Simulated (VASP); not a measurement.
# TiSi2 (Fddd) in VASP: single point with PBE

Aim: the single point of TiSi2 with PBE.

Program: VASP 6.6.1. These are calculated values, not measurements. Logs are shortened: lines on timing, memory, paths and dates and some standing lists are left out, and cuts for length are marked.

**1. The cell of the first run**

The structure is orthorhombic, space group Fddd (No. 70). The conventional cell has a = 4.808 Å, b = 8.271 Å, c = 8.560 Å, α = 90.00°, β = 90.00°, γ = 90.00°. Within 3.4 Å of Ti (site symmetry 222) lie 10 Si at 2.56 to 2.79 Å and 4 Ti at 3.21 Å. Within 3.3 Å of Si (site symmetry 2) lie 9 Si at 2.53 to 3.21 Å and 5 Ti at 2.56 to 2.79 Å.

**2. Single point, PBE**

INCAR

```
PREC     = Accurate       # precision mode
ENCUT    = 520            # plane-wave cutoff, eV
EDIFF    = 1E-7           # SCF threshold, eV
ISMEAR   = 0              # smearing method
SIGMA    = 0.15           # smearing width, eV
LREAL    = False          # projectors in reciprocal space
LASPH    = True           # aspherical terms in the spheres
NELM     = 100            # most SCF steps
ALGO     = Normal         # electronic algorithm
ISIF     = 2              # what is computed and relaxed
LWAVE    = False          # write WAVECAR
LCHARG   = False          # write CHGCAR
GGA      = PE             # functional
NBANDS   = 29             # bands
```

KPOINTS

```
regular mesh
0
Gamma
  10 10 10
```

POSCAR

```
TiSi2
1.0
    0.0000209465      4.1355222615      4.2801244628
    2.4037903182      0.0000010094      4.2801352533
    2.4037962744      4.1355368913     -0.0000023703
Ti Si
2 4
Direct
    0.7500013207      0.7500006444      0.7499995801
    0.4999925526      0.5000038023      0.5000018991
    0.0869030936      0.4130951575      0.0869159207
    0.4130979615      0.0869010139      0.4130871840
    0.1630974692      0.8369020941      0.1630874187
    0.8369076024      0.1630972878      0.8369079975
```

Potentials or basis: VASP PAW PBE potentials, release 64 (Ti_sv, Si).

Started as:

```
$ cat potpaw_PBE.64/Ti_sv/POTCAR potpaw_PBE.64/Si/POTCAR > POTCAR
$ mpirun -np 1 vasp_std > vasp.out
```

OUTCAR:

```text
PREC = Accurate
   ENCUT = 520
   EDIFF = 1E-7
   ISMEAR = 0
   LREAL = False
   LASPH = True
   NELM = 100
   ISIF = 2
   GGA = PE

 ion  position               nearest neighbor table
   1  0.750  0.750  0.750-   6 2.56   5 2.56   5 2.56   6 2.56   3 2.76   4 2.76   3 2.76   4 2.76
                             4 2.79   3 2.79
   2  0.500  0.500  0.500-   4 2.56   3 2.56   4 2.56   3 2.56   6 2.76   5 2.76   6 2.76   5 2.76
                             5 2.79   6 2.79
   3  0.087  0.413  0.087-   5 2.53   5 2.53   2 2.56   2 2.56   4 2.70   1 2.76   1 2.76   1 2.79
                             4 2.80   4 2.80
   4  0.413  0.087  0.413-   6 2.53   6 2.53   2 2.56   2 2.56   3 2.70   1 2.76   1 2.76   1 2.79
                             3 2.80   3 2.80
   5  0.163  0.837  0.163-   3 2.53   3 2.53   1 2.56   1 2.56   6 2.70   2 2.76   2 2.76   2 2.79
                             6 2.80   6 2.80
   6  0.837  0.163  0.837-   4 2.53   4 2.53   1 2.56   1 2.56   5 2.70   2 2.76   2 2.76   2 2.79
                             5 2.80   5 2.80

  LATTYP: Found a face centered orthorhombic cell.
 ALAT       =     4.8075656461
 B/A-ratio  =     1.7204254195
 C/A-ratio  =     1.7805814245

  Lattice vectors:

 A1 = (   0.0000209465,   4.1355222615,   4.2801244628)
 A2 = (   2.4037903182,   0.0000010094,   4.2801352533)
 A3 = (   2.4037962744,   4.1355368913,  -0.0000023703)

Analysis of symmetry for initial positions (statically):
=====================================================================
 Subroutine PRICEL returns:
 Original cell was already a primitive cell.

 Routine SETGRP: Setting up the symmetry group for a
 face centered orthorhombic supercell.

 Subroutine GETGRP returns: Found  1 space group operations
 (whereof  1 operations were pure point group operations)
 out of a pool of  8 trial point group operations.

The static configuration has the point symmetry C_1 .

Analysis of symmetry for dynamics (positions and initial velocities):
=====================================================================
 Subroutine PRICEL returns:
 Original cell was already a primitive cell.

 Routine SETGRP: Setting up the symmetry group for a
 face centered orthorhombic supercell.

 Subroutine GETGRP returns: Found  1 space group operations
 (whereof  1 operations were pure point group operations)
 out of a pool of  8 trial point group operations.

The dynamic configuration has the point symmetry C_1 .

 Subroutine INISYM returns: Found  1 space group operations
 (whereof  1 operations are pure point group operations),
 and found     1 'primitive' translations

----------------------------------------------------------------------------------------

                                     Primitive cell

  volume of cell :      85.0968

  direct lattice vectors                    reciprocal lattice vectors
     0.000020947  4.135522262  4.280124463    -0.208006078  0.120904377  0.116819410
     2.403790318  0.000001009  4.280135253     0.208005669 -0.120904005  0.116818297
     2.403796274  4.135536891 -0.000002370     0.208005291  0.120902652 -0.116819025

  length of vectors
     5.951639253  4.908947512  4.783398573     0.267453120  0.267452147  0.267451560

  position of ions in fractional coordinates (direct lattice)
     0.750001321  0.750000644  0.749999580
     0.499992553  0.500003802  0.500001899
     0.086903094  0.413095158  0.086915921
     0.413097962  0.086901014  0.413087184
     0.163097469  0.836902094  0.163087419
     0.836907602  0.163097288  0.836907997

  ion indices of the primitive-cell ions
   primitive index   ion index
                 1           1
                 2           2
                 3           3
                 4           4
                 5           5
                 6           6

----------------------------------------------------------------------------------------

 KPOINTS: regular mesh

Automatic generation of k-mesh.
 Grid dimensions read from file:
 generate k-points for:   10   10   10

 Generating k-lattice:

  Cartesian coordinates                     Fractional coordinates (reciprocal lattice)
    -0.020800608  0.012090438  0.011681941     0.100000000 -0.000000000  0.000000000
     0.020800567 -0.012090401  0.011681830     0.000000000  0.100000000  0.000000000
     0.020800529  0.012090265 -0.011681903     0.000000000 -0.000000000  0.100000000

  Length of vectors
     0.026745312  0.026745215  0.026745156

  Shift w.r.t. Gamma in fractional coordinates (k-lattice)
     0.000000000  0.000000000  0.000000000

 Subroutine IBZKPT returns following result:
 ===========================================

 Found    504 irreducible k-points:

 Following reciprocal coordinates:
            Coordinates               Weight
  0.000000  0.000000  0.000000      1.000000
  0.100000  0.000000 -0.000000      2.000000
 -0.100000 -0.100000 -0.100000      2.000000
  0.000000 -0.000000  0.100000      2.000000
 -0.000000  0.100000  0.000000      2.000000
  0.200000  0.000000 -0.000000      2.000000
[... 16 lines left out ...]
  0.200000  0.100000 -0.000000      2.000000
 -0.200000 -0.200000 -0.100000      2.000000
 [... further k-points ...]
   k-points           NKPTS =    504   k-points in BZ     NKDIM =    504   number of bands    NBANDS=     29
   number of dos      NEDOS =    301   number of ions     NIONS =      6
   total plane-waves  NPLWV =  69120
   dimension x,y,z NGX =    48 NGY =   40 NGZ =   36
   dimension x,y,z NGXF=    96 NGYF=   80 NGZF=   72
   ions per type =               2   4
   NGX,Y,Z   is equivalent  to a cutoff of  13.41, 13.55, 12.51 a.u.
   NGXF,Y,Z  is equivalent  to a cutoff of  26.82, 27.09, 25.02 a.u.
 SYSTEM =  unknown system
   PREC   = accura    normal or accurate (medium, high low for compatibility)
   ISTART =      0    job   : 0-new  1-cont  2-samecut
   ICHARG =      2    charge: 1-file 2-atom 10-const
   ISPIN  =      1    spin polarized calculation?
   LNONCOLLINEAR =      F non collinear calculations
   LSORBIT =      F    spin-orbit coupling
   LASPH  =      T    aspherical Exc in radial PAW
   ENCUT  =  520.0 eV  38.22 Ry    6.18 a.u.  11.07  9.13  8.89*2*pi/ulx,y,z
   NELM   =    100;   NELMIN=  2; NELMDL= -5     # of ELM steps
   EDIFF  = 0.1E-06   stopping-criterion for ELM
   LREAL  =      F    real-space projection
   EDIFFG = 0.1E-05   stopping-criterion for IOM
   NSW    =      0    number of steps for IOM
   IBRION =     -1    ionic relax: 0-MD 1-quasi-New 2-CG
   NFREE  =      0    steps in history (QN), initial steepest desc. (CG)
   ISIF   =      2    stress and relaxation
   ISYM   =      2    0-nonsym 1-usesym 2-fastsym
   POTIM  = 0.5000    time-step for ionic-motion
   TEBEG  =    0.0;   TEEND  =   0.0 temperature during run
   PSTRESS=    0.0 pullay stress
   NELECT =      40.0000    total number of electrons
   NUPDOWN=      -1.0000    fix difference up-down
   EMIN   =  10.00;   EMAX   =-10.00  energy-range for DOS
   EFERMI =   0.00;   METHOD = LEGACY
   ISMEAR =     0;   SIGMA  =   0.15  broadening in eV -4-tet -1-fermi 0-gaus
   EFERMI_NEDOS =   21; number of points for ismear=-14 and -15
   IALGO  =     38    algorithm
   IMIX   =      4    mixing-type and parameters
     AMIX     =   0.40;   BMIX     =  1.00
     AMIX_MAG =   1.60;   BMIX_MAG =  1.00
  volume/ion in A,a.u.               =      14.18        95.71
  Fermi-wavevector in a.u.,A,eV,Ry     =   1.272889  2.405411 22.044774  1.620245
  Thomas-Fermi vector in A             =   2.405742
   LORBIT       =      0    0 simple, 1 ext, 2 COOP (PROOUT), +10 PAW based schemes
   GGA     = PE    functional components
   LHFCALC =     F    Hartree Fock is set to
   AEXX    =    0.0000 exact exchange contribution
   IVDW    =     0    specifies the selected vdW correction
   LEPSILON=     F    determine dielectric tensor
   LRPA    =     F    only Hartree local field effects (RPA)
 non-spin polarized calculation
 Gauss-broadening in eV      SIGMA  =   0.15
  energy-cutoff  :      520.00
  volume of cell :       85.10
 maximum number of plane-waves:      2310
 NGX is ok and might be reduce to    48
   NGX = 23   NGY = 19   NGZ = 17

 number of electron      39.9999997 magnetization

 Free energy of the ion-electron system (eV)
  ---------------------------------------------------
  ext. energy  EPLUGINS =         0.00000000
  ---------------------------------------------------
  free energy    TOTEN  =       -40.71658446 eV

  energy without entropy =      -40.69180878  energy(sigma->0) =      -40.70419662

 E-fermi :  10.0180     XC(G=0): -11.6730

 val. band max:       10.0098783176   @ k =   0.1000  -0.4000  -0.2000
 cond. band min:      10.0192434601   @ k =   0.1000   0.5000   0.4000
 fundamental gap:      0.0093651425
 Fermi energy:        10.0180338945

 k-point     1 :       0.0000    0.0000    0.0000
  band No.  band energies     occupation
      1     -46.2955      2.00000
      2     -46.2687      2.00000
      3     -22.6655      2.00000
      4     -22.6606      2.00000
      5     -22.5816      2.00000
      6     -22.5673      2.00000
[... 21 lines left out ...]
     28      13.6911      0.00000
     29      13.7637      0.00000

 k-point     2 :       0.1000    0.0000   -0.0000
  band No.  band energies     occupation
      1     -46.2949      2.00000
      2     -46.2692      2.00000
      3     -22.6655      2.00000
      4     -22.6599      2.00000
      5     -22.5843      2.00000
      6     -22.5673      2.00000
[... 21 lines left out ...]
     28      13.6608      0.00000
     29      13.8132      0.00000

 k-point     3 :      -0.1000   -0.1000   -0.1000
  band No.  band energies     occupation
      1     -46.2949      2.00000
      2     -46.2692      2.00000
      3     -22.6655      2.00000
      4     -22.6599      2.00000
      5     -22.5843      2.00000
      6     -22.5673      2.00000
[... 21 lines left out ...]
     28      13.6607      0.00000
     29      13.8132      0.00000

 k-point     4 :       0.0000   -0.0000    0.1000
  band No.  band energies     occupation
      1     -46.2949      2.00000
      2     -46.2692      2.00000
      3     -22.6655      2.00000
      4     -22.6599      2.00000
      5     -22.5843      2.00000
      6     -22.5673      2.00000
[... 21 lines left out ...]
     28      13.6607      0.00000
     29      13.8132      0.00000

 k-point     5 :      -0.0000    0.1000    0.0000
  band No.  band energies     occupation
      1     -46.2949      2.00000
      2     -46.2692      2.00000
      3     -22.6655      2.00000
      4     -22.6599      2.00000
      5     -22.5843      2.00000
      6     -22.5673      2.00000
[... 21 lines left out ...]
     28      13.6607      0.00000
     29      13.8132      0.00000
[... 510 lines left out ...]
     28      14.2845      0.00000
     29      14.5736      0.00000

 k-point    22 :       0.1000    0.1000    0.0000
  band No.  band energies     occupation
      1     -46.2948      2.00000
      2     -46.2693      2.00000
      3     -22.6630      2.00000
      4     -22.6596      2.00000
      5     -22.5867      2.00000
      6     -22.5661      2.00000
[... 21 lines left out ...]
     28      13.8400      0.00000
     29      14.0538      0.00000

 k-point    23 :       0.2000    0.1000   -0.0000
  band No.  band energies     occupation
      1     -46.2937      2.00000
      2     -46.2704      2.00000
      3     -22.6634      2.00000
      4     -22.6551      2.00000
      5     -22.5933      2.00000
      6     -22.5650      2.00000
[... 21 lines left out ...]
     28      13.7389      0.00000
     29      14.1977      0.00000

 k-point    24 :      -0.2000   -0.2000   -0.1000
  band No.  band energies     occupation
      1     -46.2937      2.00000
      2     -46.2704      2.00000
      3     -22.6634      2.00000
      4     -22.6551      2.00000
      5     -22.5933      2.00000
      6     -22.5650      2.00000
[... 21 lines left out ...]
     28      13.7389      0.00000
     29      14.1980      0.00000

 [... further k-points ...]

------------------------ aborting loop because EDIFF is reached ----------------------------------------

  FORCE on cell =-STRESS in cart. coord.  units (eV):
  Direction    XX          YY          ZZ          XY          YZ          ZX
  --------------------------------------------------------------------------------------
  -------------------------------------------------------------------------------------
  Total       -0.0296231     -0.0424030     -0.0177389     -0.0003439      0.0000977     -0.0000070
  in kB       -0.5577352     -0.7983505     -0.3339819     -0.0064742      0.0018390     -0.0001322
  external PRESSURE =      -0.5633559 kB  Pullay stress =       0.0000000 kB

 VOLUME and BASIS-vectors are now :
 -----------------------------------------------------------------------------
  energy-cutoff  :      520.00
  volume of cell :       85.10
      direct lattice vectors                 reciprocal lattice vectors
     0.000020947  4.135522262  4.280124463    -0.208006078  0.120904377  0.116819410
     2.403790318  0.000001009  4.280135253     0.208005669 -0.120904005  0.116818297
     2.403796274  4.135536891 -0.000002370     0.208005291  0.120902652 -0.116819025

 POSITION                                       TOTAL-FORCE (eV/Angst)
 -----------------------------------------------------------------------------------
      3.60571      6.20330      6.42020         0.000054      0.000016      0.000109
      2.40382      4.13551      4.28011        -0.000171      0.000217     -0.000022
      1.20192      0.71883      2.14006        -0.000207      0.000787     -0.000023
      1.20188      3.41671      2.14006         0.000204     -0.000885      0.000110
      2.40377      1.34895      4.28013         0.000232     -0.000968     -0.000001
      2.40383      6.92211      4.28015        -0.000111      0.000832     -0.000172
 -----------------------------------------------------------------------------------
    total drift:                                0.000001      0.000000     -0.000000

  FREE ENERGIE OF THE ION-ELECTRON SYSTEM (eV)
  ---------------------------------------------------
  free  energy   TOTEN  =       -40.7165844634 eV

  energy  without entropy=      -40.6918087751  energy(sigma->0) =      -40.70419662
```

Wall time 17 min (1 thread of Intel Xeon 6975P-C (Granite Rapids), shared host); peak memory 1 GiB.

What came out:

| Quantity | Value |
| --- | --- |
| Free energy | -40.7166 eV |
| Pressure | -0.1 GPa |
| Band gap on the k mesh | zero (bands 20 and 21 overlap by 1.82 eV) |

Levels at points of the mesh, in eV from the Fermi level:
```csv
k point,band 18,band 19,band 20,band 21,band 22,band 23
"(0.00, 0.00, 0.00)",-2.06,-1.78,-1.36,-0.91,2.03,3.06
"(0.50, 0.00, 0.00)",-1.04,-0.02,0.14,0.97,1.35,1.66
"(0.50, 0.50, 0.50)",-1.04,-0.02,0.14,0.97,1.35,1.66
"(0.00, 0.00, 0.50)",-1.04,-0.02,0.14,0.97,1.35,1.66
"(0.00, 0.50, 0.00)",-1.04,-0.02,0.14,0.97,1.35,1.66
"(0.50, 0.50, 0.00)",-1.57,-0.96,-0.96,0.75,0.75,3.17
"(0.50, 0.00, 0.50)",-2.34,-0.86,-0.86,1.26,1.26,3.21
"(0.00, 0.50, 0.50)",-1.14,-0.65,-0.65,0.85,0.85,2.24
```
